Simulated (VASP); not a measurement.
# LiSi16 (a cell with a defect) in VASP: a series of runs

Runs on LiSi16 (a cell with a defect). Level: LDA. Tasks: single point.

All numbers are computed with VASP 6.6.1; they aren't measurements. Logs are shortened: lines on timing, memory, paths and dates and some standing lists are left out, and cuts for length are marked.

### 1 The cell of the first run

The cell holds a defect, 17 atoms: a = 7.679 Å, b = 7.679 Å, c = 7.679 Å, α = 60.00°, β = 60.00°, γ = 60.00°.

### 2 Single point, LDA

Input file INCAR:

```
PREC = Accurate
ENCUT = 520
EDIFF = 1E-7
ISMEAR = 0
SIGMA = 0.02
LREAL = Auto
LASPH = T
NELM = 60
ALGO = Normal
ISIF = 2
LWAVE = F
LCHARG = F
NBANDS = 48
NELECT = 66.0
```

Input file KPOINTS:

```
regular mesh
0
Gamma
  2 2 2
```

Input file POSCAR:

```
LiSi16
1.0
    0.0000000000      5.4300000000      5.4300000000
    5.4300000000      0.0000000000      5.4300000000
    5.4300000000      5.4300000000      0.0000000000
Si Li
16 1
Direct
    0.0002371087     -0.0025531308      0.0004325046
    0.1235293738      0.1287960405      0.1236768877
   -0.0007412523      0.0103745856      0.4975904236
    0.1291652855      0.1321588398      0.6195951197
   -0.0065946593      0.5063285451     -0.0064537753
    0.1164195212      0.6292195212      0.1166390424
    0.0002198895      0.5130285451      0.4848454880
    0.1235245856      0.6364529466      0.6160439227
    0.4974450276      0.0103726519     -0.0005818600
    0.6193983425      0.1321709024      0.1293591160
    0.5024905157      0.0153299263      0.5026818600
    0.6267119705      0.1395825046      0.6268701657
    0.4846369245      0.5130325046      0.0004203499
    0.6158897790      0.6364516575      0.1236715470
    0.4974479742      0.5121275322      0.4975923573
    0.6193347145      0.6419984346      0.6195441068
    0.8610534070      0.3738548803      0.8612602210
```

Potentials or basis: VASP PAW LDA potentials, release 64 (Si, Li_sv).

On the command line:

```sh
$ cat potpaw_LDA.64/Si/POTCAR potpaw_LDA.64/Li_sv/POTCAR > POTCAR
$ mpirun -np 1 vasp_std > vasp.out
```

OUTCAR:

```text
PREC = Accurate
   ENCUT = 520
   EDIFF = 1E-7
   ISMEAR = 0
   LREAL = Auto
   LASPH = T
   NELM = 60
   ISIF = 2
   NELECT = 66.0

 ion  position               nearest neighbor table
   1  0.000  0.997  0.000-   6 2.31  17 2.37   2 2.37   4 2.39  10 2.39
   2  0.124  0.129  0.124-   3 2.34   9 2.34   5 2.37   1 2.37  17 2.85
   3  0.999  0.010  0.498-  12 2.34   4 2.34   2 2.34   8 2.35
   4  0.129  0.132  0.620-  11 2.34   3 2.34   1 2.39   7 2.39  17 2.63
   5  0.993  0.506  0.994-   6 2.31   8 2.37  14 2.37   2 2.37  17 2.49
   6  0.116  0.629  0.117-   7 2.31  13 2.31   1 2.31   5 2.31
   7  0.000  0.513  0.485-   6 2.31  17 2.37   8 2.37   4 2.39  16 2.39
   8  0.124  0.636  0.616-   3 2.35  15 2.35   5 2.37   7 2.37  17 2.85
   9  0.497  0.010  0.999-  12 2.34  10 2.34   2 2.34  14 2.35
  10  0.619  0.132  0.129-  11 2.34   9 2.34   1 2.39  13 2.39  17 2.63
  11  0.502  0.015  0.503-  12 2.34  10 2.34   4 2.34  16 2.34
  12  0.627  0.140  0.627-  11 2.34  15 2.34   3 2.34   9 2.34
  13  0.485  0.513  0.000-   6 2.31  17 2.37  14 2.37  10 2.39  16 2.39
  14  0.616  0.636  0.124-  15 2.35   9 2.35   5 2.37  13 2.37  17 2.85
  15  0.497  0.512  0.498-  12 2.34  16 2.34  14 2.35   8 2.35
  16  0.619  0.642  0.620-  11 2.34  15 2.34  13 2.39   7 2.39  17 2.63
  17  0.861  0.374  0.861-   1 2.37   7 2.37  13 2.37   5 2.49  10 2.63   4 2.63  16 2.63   2 2.85
                            14 2.85   8 2.85

  LATTYP: Found a face centered cubic cell.
 ALAT       =    10.8600000000

  Lattice vectors:

 A1 = (   0.0000000000,   5.4300000000,   5.4300000000)
 A2 = (   5.4300000000,   0.0000000000,   5.4300000000)
 A3 = (   5.4300000000,   5.4300000000,   0.0000000000)

Analysis of symmetry for initial positions (statically):
=====================================================================
 Subroutine PRICEL returns:
 Original cell was already a primitive cell.

 Routine SETGRP: Setting up the symmetry group for a
 face centered cubic supercell.

 Subroutine GETGRP returns: Found  1 space group operations
 (whereof  1 operations were pure point group operations)
 out of a pool of 48 trial point group operations.

The static configuration has the point symmetry C_1 .

Analysis of symmetry for dynamics (positions and initial velocities):
=====================================================================
 Subroutine PRICEL returns:
 Original cell was already a primitive cell.

 Routine SETGRP: Setting up the symmetry group for a
 face centered cubic supercell.

 Subroutine GETGRP returns: Found  1 space group operations
 (whereof  1 operations were pure point group operations)
 out of a pool of 48 trial point group operations.

The dynamic configuration has the point symmetry C_1 .

 Subroutine INISYM returns: Found  1 space group operations
 (whereof  1 operations are pure point group operations),
 and found     1 'primitive' translations

----------------------------------------------------------------------------------------

                                     Primitive cell

  volume of cell :     320.2060

  direct lattice vectors                    reciprocal lattice vectors
     0.000000000  5.430000000  5.430000000    -0.092081031  0.092081031  0.092081031
     5.430000000  0.000000000  5.430000000     0.092081031 -0.092081031  0.092081031
     5.430000000  5.430000000  0.000000000     0.092081031  0.092081031 -0.092081031

  length of vectors
     7.679179644  7.679179644  7.679179644     0.159489025  0.159489025  0.159489025

  position of ions in fractional coordinates (direct lattice)
     0.000237109  0.997446869  0.000432505
     0.123529374  0.128796040  0.123676888
     0.999258748  0.010374586  0.497590424
     0.129165286  0.132158840  0.619595120
     0.993405341  0.506328545  0.993546225
     0.116419521  0.629219521  0.116639042
[... 9 lines left out ...]
     0.619334714  0.641998435  0.619544107
     0.861053407  0.373854880  0.861260221

  ion indices of the primitive-cell ions
   primitive index   ion index
                 1           1
                 2           2
                 3           3
                 4           4
                 5           5
                 6           6
[... 9 lines left out ...]
                16          16
                17          17

----------------------------------------------------------------------------------------

 KPOINTS: regular mesh

Automatic generation of k-mesh.
 Grid dimensions read from file:
 generate k-points for:    2    2    2

 Generating k-lattice:

  Cartesian coordinates                     Fractional coordinates (reciprocal lattice)
    -0.046040516  0.046040516  0.046040516     0.500000000  0.000000000  0.000000000
     0.046040516 -0.046040516  0.046040516     0.000000000  0.500000000  0.000000000
     0.046040516  0.046040516 -0.046040516     0.000000000  0.000000000  0.500000000

  Length of vectors
     0.079744512  0.079744512  0.079744512

  Shift w.r.t. Gamma in fractional coordinates (k-lattice)
     0.000000000  0.000000000  0.000000000

 Subroutine IBZKPT returns following result:
 ===========================================

 Found      8 irreducible k-points:

 Following reciprocal coordinates:
            Coordinates               Weight
  0.000000  0.000000  0.000000      1.000000
  0.500000  0.000000  0.000000      1.000000
  0.000000  0.500000  0.000000      1.000000
  0.000000  0.000000  0.500000      1.000000
  0.500000  0.500000  0.500000      1.000000
  0.500000  0.500000  0.000000      1.000000
  0.000000  0.500000  0.500000      1.000000
  0.500000  0.000000  0.500000      1.000000
   k-points           NKPTS =      8   k-points in BZ     NKDIM =      8   number of bands    NBANDS=     48
   number of dos      NEDOS =    301   number of ions     NIONS =     17
   total plane-waves  NPLWV = 216000
   dimension x,y,z NGX =    60 NGY =   60 NGZ =   60
   dimension x,y,z NGXF=   120 NGYF=  120 NGZF=  120
   ions per type =              16   1
   NGX,Y,Z   is equivalent  to a cutoff of  12.99, 12.99, 12.99 a.u.
   NGXF,Y,Z  is equivalent  to a cutoff of  25.98, 25.98, 25.98 a.u.
 SYSTEM =  unknown system
   PREC   = accura    normal or accurate (medium, high low for compatibility)
   ISTART =      0    job   : 0-new  1-cont  2-samecut
   ICHARG =      2    charge: 1-file 2-atom 10-const
   ISPIN  =      1    spin polarized calculation?
   LNONCOLLINEAR =      F non collinear calculations
   LSORBIT =      F    spin-orbit coupling
   LASPH  =      T    aspherical Exc in radial PAW
   ENCUT  =  520.0 eV  38.22 Ry    6.18 a.u.  14.28 14.28 14.28*2*pi/ulx,y,z
   NELM   =     60;   NELMIN=  2; NELMDL= -5     # of ELM steps
   EDIFF  = 0.1E-06   stopping-criterion for ELM
   LREAL  =      T    real-space projection
   EDIFFG = 0.1E-05   stopping-criterion for IOM
   NSW    =      0    number of steps for IOM
   IBRION =     -1    ionic relax: 0-MD 1-quasi-New 2-CG
   NFREE  =      0    steps in history (QN), initial steepest desc. (CG)
   ISIF   =      2    stress and relaxation
   ISYM   =      2    0-nonsym 1-usesym 2-fastsym
   POTIM  = 0.5000    time-step for ionic-motion
   TEBEG  =    0.0;   TEEND  =   0.0 temperature during run
   PSTRESS=    0.0 pullay stress
   NELECT =      66.0000    total number of electrons
   NUPDOWN=      -1.0000    fix difference up-down
   EMIN   =  10.00;   EMAX   =-10.00  energy-range for DOS
   EFERMI =   0.00;   METHOD = LEGACY
   ISMEAR =     0;   SIGMA  =   0.02  broadening in eV -4-tet -1-fermi 0-gaus
   EFERMI_NEDOS =   21; number of points for ismear=-14 and -15
   IALGO  =     38    algorithm
   IMIX   =      4    mixing-type and parameters
     AMIX     =   0.40;   BMIX     =  1.00
     AMIX_MAG =   1.60;   BMIX_MAG =  1.00
  volume/ion in A,a.u.               =      18.84       127.11
  Fermi-wavevector in a.u.,A,eV,Ry     =   0.967044  1.827449 12.723821  0.935174
  Thomas-Fermi vector in A             =   2.096897
   LORBIT       =      0    0 simple, 1 ext, 2 COOP (PROOUT), +10 PAW based schemes
   GGA     = CA    functional components
   LHFCALC =     F    Hartree Fock is set to
   AEXX    =    0.0000 exact exchange contribution
   IVDW    =     0    specifies the selected vdW correction
   LEPSILON=     F    determine dielectric tensor
   LRPA    =     F    only Hartree local field effects (RPA)
 non-spin polarized calculation
 Gauss-broadening in eV      SIGMA  =   0.02
  energy-cutoff  :      520.00
  volume of cell :      320.21
 maximum number of plane-waves:      8646
 NGX is ok and might be reduce to    60
   NGX = 29   NGY = 29   NGZ = 29

 number of electron      66.0000000 magnetization

 Free energy of the ion-electron system (eV)
  ---------------------------------------------------
  ext. energy  EPLUGINS =         0.00000000
  ---------------------------------------------------
  free energy    TOTEN  =      -102.32464866 eV

  energy without entropy =     -102.32464866  energy(sigma->0) =     -102.32464866

 E-fermi :   6.1055     XC(G=0):  -9.6496

 val. band max:        5.9956476074   @ k =   0.0000   0.0000   0.0000
 cond. band min:       6.4866042000   @ k =   0.0000   0.0000   0.0000
 fundamental gap:      0.4909565926
 Fermi energy:         6.1055169907

 k-point     1 :       0.0000    0.0000    0.0000
  band No.  band energies     occupation
      1     -39.4993      2.00000
      2      -5.9725      2.00000
      3      -3.7108      2.00000
      4      -3.6598      2.00000
      5      -3.6595      2.00000
      6      -3.6471      2.00000
[... 37 lines left out ...]
     44       8.2168      0.00000
     45       8.2173      0.00000

 k-point     2 :       0.5000    0.0000    0.0000
  band No.  band energies     occupation
      1     -39.4993      2.00000
      2      -5.2424      2.00000
      3      -5.1225      2.00000
      4      -3.3976      2.00000
      5      -3.3752      2.00000
      6      -3.3352      2.00000
[... 280 lines left out ...]
 k-point     8 :       0.5000    0.0000    0.5000
  band No.  band energies     occupation
      1     -39.4993      2.00000
      2      -4.9542      2.00000
      3      -4.8643      2.00000
      4      -3.9743      2.00000
      5      -3.9485      2.00000
      6      -3.9465      2.00000
[... 37 lines left out ...]
     44      10.1695      0.00000
     45      10.2248      0.00000
 [bands above 45 left out]

------------------------ aborting loop because EDIFF is reached ----------------------------------------

  FORCE on cell =-STRESS in cart. coord.  units (eV):
  Direction    XX          YY          ZZ          XY          YZ          ZX
  --------------------------------------------------------------------------------------
  -------------------------------------------------------------------------------------
  Total       -8.5059905     -8.4987996     -8.5056803     -0.1452045     -0.1476123     -0.1424839
  in kB      -42.5604286    -42.5244481    -42.5588764     -0.7265430     -0.7385902     -0.7129301
  external PRESSURE =     -42.5479177 kB  Pullay stress =       0.0000000 kB

 VOLUME and BASIS-vectors are now :
 -----------------------------------------------------------------------------
  energy-cutoff  :      520.00
  volume of cell :      320.21
      direct lattice vectors                 reciprocal lattice vectors
     0.000000000  5.430000000  5.430000000    -0.092081031  0.092081031  0.092081031
     5.430000000  0.000000000  5.430000000     0.092081031 -0.092081031  0.092081031
     5.430000000  5.430000000  0.000000000     0.092081031  0.092081031 -0.092081031

 POSITION                                       TOTAL-FORCE (eV/Angst)
 -----------------------------------------------------------------------------------
      5.41848      0.00364      5.41742        -0.005076     -0.025280     -0.004878
      1.37093      1.34233      1.37013        -0.000920     -0.008078     -0.000887
      2.75825      8.12789      5.48231        -0.005586     -0.024614     -0.025593
      4.08202      4.06577      1.41899         0.005243     -0.029798     -0.027001
      8.14432     10.78915      8.14355         0.030109      0.029245      0.029460
      4.05001      1.26551      4.04882         0.021372      0.022084      0.022064
[... 9 lines left out ...]
      6.85018      6.72711      6.84904        -0.030306      0.008770     -0.030328
      6.70668      9.35216      6.70555         0.186198      0.189847      0.186822
 -----------------------------------------------------------------------------------
    total drift:                                0.003583     -0.002218      0.005120

  FREE ENERGIE OF THE ION-ELECTRON SYSTEM (eV)
  ---------------------------------------------------
  free  energy   TOTEN  =      -102.3246486648 eV

  energy  without entropy=     -102.3246486648  energy(sigma->0) =     -102.32464866
```

It took 3.7 min on 1 thread of Intel Xeon Platinum 8259CL at 2.50GHz (Skylake/Cascade Lake), shared host; peak memory 0.39 GiB.

Results:

| Item | Value |
| --- | --- |
| Free energy | -102.3246 eV |
| Largest force | 0.325 eV/Å |

Forces in eV/Å, atoms in the order of the input:
```
Si  -0.005 -0.025 -0.005
Si  -0.001 -0.008 -0.001
Si  -0.006 -0.025 -0.026
Si   0.005 -0.030 -0.027
Si   0.030  0.029  0.029
Si   0.021  0.022  0.022
Si  -0.003 -0.005 -0.025
Si  -0.004 -0.002 -0.009
Si  -0.025 -0.025 -0.006
Si  -0.028 -0.030  0.005
Si  -0.043 -0.042 -0.043
Si  -0.041 -0.044 -0.041
Si  -0.025 -0.005 -0.003
Si  -0.008 -0.002 -0.003
Si  -0.024 -0.007 -0.024
Si  -0.030  0.009 -0.030
Li   0.186  0.190  0.187
```

Caveat: the k points lie up to 0.50 Å⁻¹ apart; the cell carries a net charge on a neutralising background, which shifts energy and pressure; the cell is charged against a uniform background, so pressure and absolute levels hang on convention; the cutoff is under 1.25 times the usual one of these potentials, so pressure, stress and relaxed cells hold a basis-set (Pulay) error.

### 3 Single point, LDA

Input file INCAR:

```
ALGO     = Normal         # electronic algorithm
EDIFF    = 1E-6           # SCF threshold, eV
ENCUT    = 520            # plane-wave cutoff, eV
ISIF     = 2              # what is computed and relaxed
ISMEAR   = 0              # smearing method
LASPH    = T              # aspherical terms in the spheres
LCHARG   = F              # write CHGCAR
LREAL    = Auto         
LWAVE    = F              # write WAVECAR
NBANDS   = 48             # bands
NELECT   = 66.0         
NELM     = 80             # most SCF steps
PREC     = Accurate       # precision mode
SIGMA    = 0.02           # smearing width, eV
```

Input file KPOINTS:

```
k-points
0
Gamma
  2 2 2
```

Input file POSCAR:

```
LiSi16
1.0
    0.0000000000      5.4300000000      5.4300000000
    5.4300000000      0.0000000000      5.4300000000
    5.4300000000      5.4300000000      0.0000000000
Si Li
16 1
Direct
    0.0056637201     -0.0043335175      0.0058977901
    0.1267628913      0.1268109576      0.1269991713
    0.0074787293      0.0033989871      0.5006544199
    0.1411745856      0.1250388582      0.6216860037
   -0.0038042357      0.4995662983     -0.0035672192
    0.1202335175      0.6240254144      0.1204653775
    0.0055233886      0.5092438306      0.4921237569
    0.1268128913      0.6297482505      0.6236591160
    0.5004182320      0.0033970534      0.0077138122
    0.6214519337      0.1250349908      0.1414093923
    0.5088054328      0.0124280847      0.5090402394
    0.6325873849      0.1352267956      0.6328227440
    0.4918916206      0.5092407919      0.0057575506
    0.6234221915      0.6297461326      0.1270509208
    0.5004683241      0.5101456722      0.5007064457
    0.6213371087      0.6447522099      0.6215708103
    0.7815390424      0.2851018416      0.7817745856
```

Potentials or basis: VASP PAW LDA potentials, release 64 (Si, Li_sv).

On the command line:

```sh
$ cat potpaw_LDA.64/Si/POTCAR potpaw_LDA.64/Li_sv/POTCAR > POTCAR
$ mpirun -np 1 vasp_std > vasp.out
```

It took 4 min on 1 thread of Oxide Virtual Turin-like, shared host; peak memory 0.34 GiB.

It converged, with:

```
Free energy   : -102.1088 eV
Largest force : 0.740 eV/Å
```

Forces in eV/Å, atoms in the order of the input:
```
Si   0.037 -0.013  0.037
Si   0.016  0.020  0.016
Si   0.020  0.033  0.033
Si   0.046  0.048  0.048
Si   0.017  0.019  0.017
Si   0.008  0.011  0.008
Si   0.037  0.042 -0.010
Si   0.020  0.016  0.021
Si   0.033  0.033  0.020
Si   0.048  0.048  0.046
Si   0.013  0.018  0.013
Si   0.036  0.032  0.036
Si  -0.010  0.042  0.037
Si   0.021  0.016  0.020
Si   0.033  0.016  0.033
Si   0.049  0.050  0.049
Li  -0.426 -0.430 -0.426
```

Levels at points of the mesh, in eV from the Fermi level:
| k point | band 31 | band 32 | band 33 | band 34 | band 35 | band 36 |
| --- | --- | --- | --- | --- | --- | --- |
| (0.00, 0.00, 0.00) | -0.23 | -0.18 | -0.18 | 0.16 | 0.34 | 0.34 |
| (0.50, 0.00, 0.00) | -1.01 | -0.95 | -0.92 | 0.87 | 1.00 | 1.17 |
| (0.00, 0.50, 0.00) | -1.01 | -0.95 | -0.92 | 0.87 | 1.00 | 1.18 |
| (0.50, 0.50, 0.50) | -1.00 | -0.91 | -0.91 | 1.01 | 1.01 | 1.02 |
| (0.50, 0.50, 0.00) | -1.57 | -1.51 | -1.46 | 0.74 | 0.85 | 1.91 |
| (0.50, 0.00, 0.50) | -1.57 | -1.51 | -1.46 | 0.74 | 0.85 | 1.91 |

Caveat: the k points lie up to 0.50 Å⁻¹ apart; the cell carries a net charge on a neutralising background, which shifts energy and pressure; the cell is charged against a uniform background, so pressure and absolute levels hang on convention; the cutoff is under 1.25 times the usual one of these potentials, so pressure, stress and relaxed cells hold a basis-set (Pulay) error.

(Continued in part 2 of 2.)
